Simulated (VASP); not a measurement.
# Ga15N15F (a cell with a defect) in VASP: notebook, part 2 of 2

VASP 6.6.1.

## Step 4: Single point, PBE

INCAR

```
PREC = Accurate ; ENCUT = 520
EDIFF = 1E-6 ; ISMEAR = 0
SIGMA = 0.01 ; LREAL = Auto
LASPH = True ; NELM = 120
ALGO = Normal ; ISIF = 2
LWAVE = False ; LCHARG = True
GGA = PE ; LELF = True
LVHAR = True ; NELECT = 278.0
NBANDS = 160 ; GGA_COMPAT = False
ISYM = -1
```

KPOINTS

```
explicit points
1
Reciprocal
  0.25000000   0.25000000   0.25000000 1
```

POSCAR

```
Ga15N15F
1.0
    6.4372426918      0.0000000000      0.0000000000
   -3.2186213459      5.5748157015      0.0000000000
    0.0000000000      0.0000000000     10.4870679887
Ga F N
15 1 15
Direct
    0.3410043142      0.1691273330      0.2340932624
    0.1335078328      0.3451118245      0.5046336689
    0.3463522689      0.1725101047      0.7454782177
    0.1668426546      0.3355001201      0.9989632889
    0.3394479289      0.6682542898      0.2508396823
    0.1400203726      0.7974691106      0.5047245179
    0.3403331991      0.6688054128      0.7492189470
    0.1670338388      0.8352696783      0.9985535509
    0.8355087290      0.1655745789      0.2558421344
    0.8300824380      0.1685787470      0.7479199627
    0.6706303639      0.3377945498      0.9956035519
    0.8361690709      0.6679407999      0.2561570193
    0.6766596248      0.8397606167      0.4997802251
    0.8307153159      0.6592756159      0.7475436474
    0.6694066051      0.8367910356      1.0010374206
    0.3270892329      0.1650662165      0.4278876180
    0.1709395329      0.3357236566      0.1889832006
    0.3328848104      0.1684756512      0.9404633538
    0.1689844484      0.3335133010      0.6885998874
    0.3381268716      0.6694009819      0.4394328618
    0.1708379281      0.8329900141      0.1886303353
    0.3353277162      0.6690142216      0.9383596215
    0.1702025887      0.8350797925      0.6897270642
    0.8336395291      0.1604455536      0.4357045446
    0.6743570352      0.3370757217      0.1872538932
    0.8364855454      0.1676321925      0.9403721998
    0.6712489523      0.3345591185      0.6996641909
    0.8424909610      0.6866883688      0.4348989449
    0.6687148602      0.8337605233      0.1879194077
    0.8365949474      0.6726959353      0.9403124810
    0.6710445366      0.8347419772      0.6898717736
```

Launch:

```console
$ cat potpaw_PBE.64/Ga_d/POTCAR potpaw_PBE.64/F/POTCAR potpaw_PBE.64/N/POTCAR > POTCAR
$ mpirun -np 1 vasp_std > vasp.out
```

Wall time 3.4 min (1 thread of Intel Xeon Platinum 8488C (Sapphire Rapids), shared host); peak memory 0.44 GiB.

It converged, with:

```
Free energy   : -181.8666 eV
Largest force : 0.060 eV/Å
```

Forces on the atoms (eV/Å):
```
Ga   0.001 -0.002 -0.035
Ga  -0.040 -0.012  0.001
Ga   0.026  0.010 -0.002
Ga   0.008 -0.006  0.003
Ga   0.003  0.000 -0.005
Ga  -0.034 -0.049  0.008
Ga  -0.002  0.003  0.010
Ga  -0.003  0.008  0.002
Ga  -0.005 -0.001  0.022
Ga  -0.026  0.011 -0.014
Ga  -0.008 -0.006 -0.008
Ga  -0.001 -0.003  0.019
Ga   0.012  0.008 -0.004
Ga  -0.002 -0.021 -0.007
Ga   0.005  0.001  0.004
F    0.007  0.023  0.017
N   -0.004  0.004 -0.009
N   -0.006 -0.002 -0.001
N    0.003 -0.002  0.000
N    0.011  0.008  0.000
N    0.001 -0.001 -0.009
N    0.001 -0.001  0.002
N    0.001  0.007 -0.006
N    0.027  0.013  0.003
N    0.009  0.005 -0.003
N    0.005  0.000  0.010
N    0.000 -0.001  0.004
N    0.018  0.006 -0.002
N   -0.006 -0.004 -0.009
N    0.000  0.005  0.008
N    0.002 -0.001  0.003
```

Levels at points of the mesh, in eV from the Fermi level:
```csv
k point,band 137,band 138,band 139,band 140,band 141,band 142
"(0.25, 0.25, 0.25)",-1.26,-0.44,-0.09,2.77,3.48,3.74
```

Caveat: the cell carries a net charge on a neutralising background, which shifts energy and pressure; the cell is charged against a uniform background, so pressure and absolute levels hang on convention.

## Step 5: Single point, PBE

INCAR

```
SYSTEM = Ga15N15F
ALGO = Normal
EDIFF = 1E-6
ENCUT = 520
GGA = PE
GGA_COMPAT = .False.
ISIF = 2
ISMEAR = 0
ISYM = -1
LASPH = .True.
LCHARG = .False.
LREAL = Auto
LWAVE = .False.
NBANDS = 160
NELECT = 276.0
NELM = 120
PREC = Accurate
SIGMA = 0.01
```

KPOINTS is that of step 4.

POSCAR

```
Ga15N15F
1.0
    6.4372426918      0.0000000000      0.0000000000
   -3.2186213459      5.5748157015      0.0000000000
    0.0000000000      0.0000000000     10.4870679887
Ga F N
15 1 15
Direct
    0.3382859515      0.1668202149      0.2312480426
    0.1456932991      0.3423865315      0.5073442882
    0.3449233858      0.1713366909      0.7477457431
    0.1666125936      0.3351356161      0.9980084130
    0.3356664378      0.6654741806      0.2476977431
    0.1510417234      0.8117418711      0.5069858309
    0.3356583219      0.6663166040      0.7534617805
    0.1669836827      0.8351662285      0.9978321710
    0.8343512601      0.1597631663      0.2489988339
    0.8352361013      0.1650886968      0.7496072741
    0.6716822403      0.3374985146      0.9976378183
    0.8350443815      0.6697639665      0.2490686078
    0.6487512990      0.8246842889      0.5091407716
    0.8359595239      0.6665964584      0.7501004423
    0.6654912831      0.8339194360      0.9984841484
    0.3250191563      0.1647778294      0.4341937260
    0.1689604014      0.3326855884      0.1887424926
    0.3361945207      0.1702573965      0.9398024439
    0.1706557778      0.3326888073      0.6891148424
    0.3263689800      0.6631175450      0.4380018377
    0.1686870235      0.8317727048      0.1891339820
    0.3321569000      0.6673555744      0.9394971751
    0.1717574673      0.8368962041      0.6896803697
    0.8443402662      0.1341005706      0.4330976216
    0.6742299023      0.3354709265      0.1915733450
    0.8343962067      0.1671723335      0.9393175189
    0.6767103368      0.3371794295      0.6984425097
    0.8499495611      0.7188307202      0.4321105104
    0.6648456046      0.8301403910      0.1858610350
    0.8352014570      0.6699736141      0.9398369183
    0.6661655242      0.8313229573      0.6928019251
```

Launch:

```console
$ cat potpaw_PBE.64/Ga_d/POTCAR potpaw_PBE.64/F/POTCAR potpaw_PBE.64/N/POTCAR > POTCAR
$ mpirun -np 1 vasp_std > vasp.out
```

Wall time 4.3 min (1 thread of Intel Xeon Platinum 8488C (Sapphire Rapids), shared host); peak memory 0.44 GiB.

The run converged. Its results:

```yaml
Free_energy: -191.5032 eV
Largest_force: 0.050 eV/Å
```

Forces in eV/Å, atoms in the order of the input:
```
Ga   0.001  0.008 -0.037
Ga  -0.022  0.019  0.026
Ga  -0.002 -0.001 -0.009
Ga  -0.001  0.007 -0.005
Ga  -0.001  0.000 -0.003
Ga  -0.006 -0.044  0.023
Ga   0.004  0.002  0.003
Ga   0.001 -0.006 -0.006
Ga   0.005  0.001  0.006
Ga  -0.003  0.004 -0.008
Ga   0.002  0.001 -0.006
Ga   0.004  0.002  0.009
Ga   0.004  0.003  0.008
Ga   0.001 -0.005 -0.011
Ga  -0.001 -0.004 -0.003
F    0.014  0.020  0.003
N    0.007 -0.005  0.012
N    0.004  0.000  0.000
N   -0.002 -0.001 -0.009
N    0.006 -0.002  0.003
N   -0.001  0.000  0.010
N   -0.003 -0.001 -0.001
N    0.003  0.002 -0.009
N   -0.002 -0.010  0.000
N   -0.005  0.001  0.019
N   -0.002  0.000  0.002
N    0.005  0.001  0.008
N   -0.002  0.001 -0.001
N   -0.008  0.006 -0.003
N    0.002  0.001  0.001
N   -0.001 -0.002 -0.020
```

Levels at points of the mesh, in eV from the Fermi level:
```
           k point  band 135  band 136  band 137  band 138  band 139  band 140  band 141  band 142
(0.25, 0.25, 0.25)     -0.88     -0.60     -0.55     -0.05      0.24      3.75      4.62      4.75
```

Caveat: the cell carries a net charge on a neutralising background, which shifts energy and pressure; the cell is charged against a uniform background, so pressure and absolute levels hang on convention.

## Step 6: Single point, r2SCAN

POSCAR

```
Ga15N15F
1.0
    6.4372426918      0.0000000000      0.0000000000
   -3.2186213459      5.5748157015      0.0000000000
    0.0000000000      0.0000000000     10.4870679887
Ga F N
15 1 15
Direct
    0.3410043142      0.1691273330      0.2340932624
    0.1335078328      0.3451118245      0.5046336689
    0.3463522689      0.1725101047      0.7454782177
    0.1668426546      0.3355001201      0.9989632889
    0.3394479289      0.6682542898      0.2508396823
    0.1400203726      0.7974691106      0.5047245179
    0.3403331991      0.6688054128      0.7492189470
    0.1670338388      0.8352696783      0.9985535509
    0.8355087290      0.1655745789      0.2558421344
    0.8300824380      0.1685787470      0.7479199627
    0.6706303639      0.3377945498      0.9956035519
    0.8361690709      0.6679407999      0.2561570193
    0.6766596248      0.8397606167      0.4997802251
    0.8307153159      0.6592756159      0.7475436474
    0.6694066051      0.8367910356      1.0010374206
    0.3270892329      0.1650662165      0.4278876180
    0.1709395329      0.3357236566      0.1889832006
    0.3328848104      0.1684756512      0.9404633538
    0.1689844484      0.3335133010      0.6885998874
    0.3381268716      0.6694009819      0.4394328618
    0.1708379281      0.8329900141      0.1886303353
    0.3353277162      0.6690142216      0.9383596215
    0.1702025887      0.8350797925      0.6897270642
    0.8336395291      0.1604455536      0.4357045446
    0.6743570352      0.3370757217      0.1872538932
    0.8364855454      0.1676321925      0.9403721998
    0.6712489523      0.3345591185      0.6996641909
    0.8424909610      0.6866883688      0.4348989449
    0.6687148602      0.8337605233      0.1879194077
    0.8365949474      0.6726959353      0.9403124810
    0.6710445366      0.8347419772      0.6898717736
```

INCAR.step1

```
PREC = Accurate
ENCUT = 580
ISMEAR = -1
SIGMA = 0.01
LREAL = Auto
LASPH = True
NELM = 120
NBANDS = 160
NELECT = 278.0
GGA = PE
ALGO = Normal
EDIFF = 1E-5
LWAVE = True
LCHARG = False
GGA_COMPAT = False
ISYM = -1
```

INCAR.step2

```
PREC = Accurate
ENCUT = 580
EDIFF = 1E-6
ISMEAR = -1
SIGMA = 0.01
LREAL = Auto
LASPH = True
NELM = 120
ALGO = Normal
ISIF = 2
LWAVE = False
LCHARG = False
METAGGA = R2SCAN
LMIXTAU = True
NBANDS = 160
NELECT = 278.0
ISTART = 1
GGA_COMPAT = False
ISYM = -1
```

KPOINTS is that of step 5.

Potentials or basis: VASP PAW PBE potentials, release 64 (Ga_d, F, N).

Launch:

```console
$ cat potpaw_PBE.64/Ga_d/POTCAR potpaw_PBE.64/F/POTCAR potpaw_PBE.64/N/POTCAR > POTCAR
$ cp INCAR.step1 INCAR
$ mpirun -np 1 vasp_std > vasp.out
$ cp INCAR.step2 INCAR
$ mpirun -np 1 vasp_std > vasp.out
```

OUTCAR:

```text
PREC = Accurate
   ENCUT = 580
   EDIFF = 1E-6
   ISMEAR = -1
   LREAL = Auto
   LASPH = True
   NELM = 120
   ISIF = 2
   METAGGA = R2SCAN
   NELECT = 278.0
   ISTART = 1
   ISYM = -1

 ion  position               nearest neighbor table
   1  0.341  0.169  0.234-  25 1.92  21 1.93  17 1.94  16 2.03
   2  0.134  0.345  0.505-  24 1.83  19 1.95  20 1.95  16 2.23   6 2.89
   3  0.346  0.173  0.745-  27 1.87  23 1.97  19 1.98  18 2.05
   4  0.167  0.336  0.999-  26 1.94  18 1.96  22 1.96  17 1.99
   5  0.339  0.668  0.251-  29 1.95  17 1.96  21 1.97  20 1.98
   6  0.140  0.797  0.505-  28 1.83  23 1.95  20 1.96  16 2.20   2 2.89
   7  0.340  0.669  0.749-  31 1.95  19 1.97  23 1.98  22 1.98
   8  0.167  0.835  0.999-  30 1.94  18 1.95  22 1.97  21 1.99
   9  0.836  0.166  0.256-  24 1.89  29 1.98  25 1.99  17 2.00
  10  0.830  0.169  0.748-  27 1.88  31 1.96  19 1.99  26 2.02
  11  0.671  0.338  0.996-  30 1.96  26 1.96  18 1.97  25 2.01
  12  0.836  0.668  0.256-  28 1.88  25 1.98  29 1.99  21 2.00
  13  0.677  0.840  0.500-  28 1.90  24 1.91  20 1.99  31 1.99
  14  0.831  0.659  0.748-  27 1.88  31 1.96  23 1.99  30 2.02
  15  0.669  0.837  0.001-  26 1.95  30 1.95  29 1.96  22 1.98
  16  0.327  0.165  0.428-   1 2.03   6 2.20   2 2.23
  17  0.171  0.336  0.189-   1 1.94   5 1.96   4 1.99   9 2.00
  18  0.333  0.168  0.940-   8 1.95   4 1.96  11 1.97   3 2.05
  19  0.169  0.334  0.689-   2 1.95   7 1.97   3 1.98  10 1.99
  20  0.338  0.669  0.439-   2 1.95   6 1.96   5 1.98  13 1.99
  21  0.171  0.833  0.189-   1 1.93   5 1.97   8 1.99  12 2.00
  22  0.335  0.669  0.938-   4 1.96   8 1.97  15 1.98   7 1.98
  23  0.170  0.835  0.690-   6 1.95   3 1.97   7 1.98  14 1.99
  24  0.834  0.160  0.436-   2 1.83   9 1.89  13 1.91
  25  0.674  0.337  0.187-   1 1.92  12 1.98   9 1.99  11 2.01
  26  0.836  0.168  0.940-   4 1.94  15 1.95  11 1.96  10 2.02
  27  0.671  0.335  0.700-   3 1.87  14 1.88  10 1.88
  28  0.842  0.687  0.435-   6 1.83  12 1.88  13 1.90
  29  0.669  0.834  0.188-   5 1.95  15 1.96   9 1.98  12 1.99
  30  0.837  0.673  0.940-   8 1.94  15 1.95  11 1.96  14 2.02
  31  0.671  0.835  0.690-   7 1.95  10 1.96  14 1.96  13 1.99

IMPORTANT INFORMATION: All symmetrisations will be switched off!
[... 139 lines left out ...]
   AEXX    =    0.0000 exact exchange contribution
   IVDW    =     0    specifies the selected vdW correction
   LEPSILON=     F    determine dielectric tensor
   LRPA    =     F    only Hartree local field effects (RPA)
 non-spin polarized calculation
  energy-cutoff  :      580.00
  volume of cell :      376.34
 maximum number of plane-waves:     11932
 NGX is ok and might be reduce to    50
   NGX = 25   NGY = 25   NGZ = 41

 number of electron     278.0000006 magnetization

 Free energy of the ion-electron system (eV)
  ---------------------------------------------------
  ext. energy  EPLUGINS =         0.00000000
  ---------------------------------------------------
  free energy    TOTEN  =      -329.29384330 eV

  energy without entropy =     -329.29384330  energy(sigma->0) =     -329.29384330

 E-fermi :   5.2829     XC(G=0): -12.1869

 val. band max:        4.9497514671   @ k =   0.2500   0.2500   0.2500
 cond. band min:       8.2518543753   @ k =   0.2500   0.2500   0.2500
 fundamental gap:      3.3021029083
 Fermi energy:         5.2829411741

 k-point     1 :       0.2500    0.2500    0.2500
  band No.  band energies     occupation
      1     -20.9467      2.00000
      2     -12.1064      2.00000
      3     -11.9073      2.00000
      4     -11.8152      2.00000
      5     -11.7833      2.00000
      6     -11.7288      2.00000
[... 143 lines left out ...]
    150      10.6615      0.00000
    151      10.8158      0.00000
 [bands above 151 left out]

------------------------ aborting loop because EDIFF is reached ----------------------------------------

  FORCE on cell =-STRESS in cart. coord.  units (eV):
  Direction    XX          YY          ZZ          XY          YZ          ZX
  --------------------------------------------------------------------------------------
  -------------------------------------------------------------------------------------
  Total       -1.3995055     -5.7940992      2.5558449     -6.8912061     -0.0700012     -0.4616768
  in kB       -5.9580030    -24.6667553     10.8807941    -29.3373809     -0.2980105     -1.9654598
  external PRESSURE =      -6.5813214 kB  Pullay stress =       0.0000000 kB

 VOLUME and BASIS-vectors are now :
 -----------------------------------------------------------------------------
  energy-cutoff  :      580.00
  volume of cell :      376.34
      direct lattice vectors                 reciprocal lattice vectors
     6.437242692  0.000000000  0.000000000     0.155346015  0.089689064  0.000000000
    -3.218621346  5.574815702  0.000000000     0.000000000  0.179378127  0.000000000
     0.000000000  0.000000000 10.487067989     0.000000000  0.000000000  0.095355537

 POSITION                                       TOTAL-FORCE (eV/Angst)
 -----------------------------------------------------------------------------------
      1.65077      0.94285      2.45495         0.026469      0.006772      0.023451
     -0.25136      1.92393      5.29213        -0.034914     -0.003631      0.010482
      1.67431      0.96171      7.81788         0.038899      0.020360      0.003535
     -0.00584      1.87035     10.47620         0.010472     -0.015750     -0.006092
      0.03425      3.72539      2.63057         0.010817      0.006148     -0.008280
     -1.66541      4.44574      5.29308        -0.028708     -0.040789      0.005519
[... 23 lines left out ...]
      3.22021      3.75016      9.86112         0.002473     -0.007726      0.006940
      1.63296      4.65353      7.23473        -0.006306     -0.008078      0.024515
 -----------------------------------------------------------------------------------
    total drift:                                0.013673     -0.061000     -0.143848

  FREE ENERGIE OF THE ION-ELECTRON SYSTEM (eV)
  ---------------------------------------------------
  free  energy   TOTEN  =      -329.2938432982 eV

  energy  without entropy=     -329.2938432982  energy(sigma->0) =     -329.29384330
```

OSZICAR.step1:

```text
N       E                     dE             d eps       ncg     rms          rms(c)
DAV:   1     0.526589948324E+04    0.52659E+04   -0.11291E+05   336   0.340E+03
DAV:   2     0.126081550394E+04   -0.40051E+04   -0.38077E+04   320   0.102E+03
DAV:   3    -0.137009289530E+02   -0.12745E+04   -0.12042E+04   384   0.346E+02
DAV:   4    -0.190270426036E+03   -0.17657E+03   -0.17233E+03   352   0.132E+02
DAV:   5    -0.212967524499E+03   -0.22697E+02   -0.22555E+02   528   0.457E+01    0.303E+01
DAV:   6    -0.180071784692E+03    0.32896E+02   -0.13858E+02   560   0.647E+01    0.838E+00
DAV:   7    -0.182132810176E+03   -0.20610E+01   -0.25389E+01   368   0.167E+01    0.775E+00
DAV:   8    -0.181886978783E+03    0.24583E+00   -0.26321E+00   464   0.173E+01    0.347E+00
DAV:   9    -0.181943726989E+03   -0.56748E-01   -0.91417E-01   376   0.543E+00    0.194E+00
DAV:  10    -0.181874200539E+03    0.69526E-01   -0.24642E-01   368   0.566E+00    0.933E-01
DAV:  11    -0.181875230952E+03   -0.10304E-02   -0.18034E-01   456   0.296E+00    0.424E-01
DAV:  12    -0.181878357382E+03   -0.31264E-02   -0.35106E-02   360   0.901E-01    0.290E-01
DAV:  13    -0.181879476204E+03   -0.11188E-02   -0.11121E-02   472   0.200E+00    0.183E-01
DAV:  14    -0.181879027758E+03    0.44845E-03   -0.36634E-03   432   0.666E-01    0.941E-02
DAV:  15    -0.181878981677E+03    0.46081E-04   -0.24976E-03   448   0.359E-01    0.463E-02
DAV:  16    -0.181879052666E+03   -0.70989E-04   -0.71525E-04   376   0.132E-01    0.419E-02
DAV:  17    -0.181879042809E+03    0.98570E-05   -0.11071E-04   352   0.206E-01    0.281E-02
DAV:  18    -0.181879037231E+03    0.55782E-05   -0.93607E-05   384   0.632E-02
   1 F= -.18187904E+03 E0= -.18187904E+03  d E =-.660684E-13
```

Run time: 7.6 min. Hardware: 1 thread of Intel Xeon Platinum 8488C (Sapphire Rapids), shared host; peak memory 0.59 GiB.

Results:

```
Free energy   : -329.2938 eV
Largest force : 0.227 eV/Å
```

Forces in eV/Å, atoms in the order of the input:
```
Ga   0.026  0.007  0.023
Ga  -0.035 -0.004  0.010
Ga   0.039  0.020  0.004
Ga   0.010 -0.016 -0.006
Ga   0.011  0.006 -0.008
Ga  -0.029 -0.041  0.006
Ga   0.012  0.013 -0.004
Ga  -0.006  0.004 -0.004
Ga  -0.025  0.005  0.043
Ga  -0.032  0.005 -0.012
Ga  -0.002 -0.007  0.021
Ga  -0.010 -0.008  0.034
Ga   0.026  0.027 -0.026
Ga  -0.003 -0.031 -0.007
Ga   0.007 -0.005 -0.006
F   -0.147 -0.082 -0.133
N    0.030 -0.009 -0.015
N    0.000  0.005  0.014
N   -0.014  0.015 -0.021
N   -0.065 -0.023  0.003
N    0.009  0.033 -0.012
N   -0.006  0.001  0.008
N    0.010 -0.018 -0.032
N    0.209 -0.066 -0.059
N   -0.024 -0.014 -0.010
N   -0.009  0.012  0.010
N   -0.004 -0.002  0.212
N    0.035  0.193 -0.056
N   -0.009 -0.006 -0.008
N    0.002 -0.008  0.007
N   -0.006 -0.008  0.025
```

Levels at points of the mesh, in eV from the Fermi level:
```csv
k point,band 135,band 136,band 137,band 138,band 139,band 140,band 141,band 142,band 143,band 144
"(0.25, 0.25, 0.25)",-2.05,-1.90,-1.53,-0.70,-0.33,2.97,3.71,3.97,4.23,4.27
```

Caveat: the cell carries a net charge on a neutralising background, which shifts energy and pressure; the cell is charged against a uniform background, so pressure and absolute levels hang on convention; the PAW data sets were made with another functional, which shifts forces and pressure a little.
